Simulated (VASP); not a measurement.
The system is GdN.

```
Gd N
1.0
     3.43709    0.00000    0.00000
    -1.71854    2.97660    0.00000
     0.00000    0.00000    5.96507
Gd N
2 2
Cartesian
  0.0000 1.9844 1.4913
  1.7185 0.9922 4.4738
  0.0000 0.0000 0.0000
  0.0000 0.0000 2.9825
```

Base run:

| Quantity | Value |
| --- | --- |
| Program | VASP 6.6.1 |
| Functional | PBE |
| Potentials or basis | VASP PAW PBE potentials, release 64 (Gd, N) |
| Cutoff | 520 eV |
| k mesh | 10 × 10 × 8 |
| Occupations | gaussian, width 0.05 eV |
| Spin | collinear spin, ferromagnetic start |
| Starting moments | [7.0, 7.0, 0.0, 0.0] μB |
| Hubbard terms | Gd f U = 3.0 eV |

Its results: band gap on the k mesh zero (filled and empty bands overlap); pressure 1.3 GPa; net moment 14.00 μB per cell; site moments Gd +6.85; N -0.10 μB.

**Question.** The run is repeated on the same cell with these changes: occupations from gaussian, width 0.05 eV to tetrahedron; hubbard terms from Gd f U = 3.0 eV to none. What comes out?

**Answer.** Band gap on the k mesh zero (filled and empty bands overlap); pressure 0.1 GPa; net moment 14.00 μB per cell; site moments Gd +6.79; N -0.07 μB.

Caveats: spin-orbit coupling is left out, which moves the levels of the heavy elements; semilocal functionals describe open f shells poorly, which spoils levels, moments and volumes (at least some runs).
